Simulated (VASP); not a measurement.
A run of VASP 6.6.1:

INCAR

```
SYSTEM = Al
  PREC = Accurate
  ENCUT = 520
  EDIFF = 1E-6
  ISMEAR = 0
  SIGMA = 0.15
  LREAL = .FALSE.
  LASPH = .TRUE.
  NELM = 80
  ALGO = Normal
  ISIF = 2
  LWAVE = .FALSE.
  LCHARG = .FALSE.
  GGA = PE
  IVDW = 12
  NBANDS = 14
```

KPOINTS

```
Automatic mesh
0
G
  18 18 4
  0 0 0
```

File POSCAR:

```
Al
1.0
    2.8144222649      0.0000000000      0.0000000000
   -1.4072111325      2.4373611784      0.0000000000
    0.0000000000      0.0000000000      9.6403000000
Al
4
Direct
    0.0000000000      0.0000000000      0.0000000000
    0.3333333333      0.6666666667      0.2500000000
    0.0000000000      0.0000000000      0.5000000000
    0.6666666667      0.3333333333      0.7500000000
```

Potentials or basis: VASP PAW PBE potentials, release 64 (Al).

Run with:

```bash
$ cat potpaw_PBE.64/Al/POTCAR > POTCAR
$ mpirun -np 1 vasp_std > vasp.out
```

Hardware: 1 thread of AMD EPYC 9R45 96-Core Processor (Zen 5), with other jobs on the host.

Q: How long does it take, and how much memory?

A: Wall time 58 s on 1 thread of AMD EPYC 9R45 96-Core Processor (Zen 5), with other jobs on the host, peak memory 0.21 GiB. Counts: scf iterations 10, k points 111.
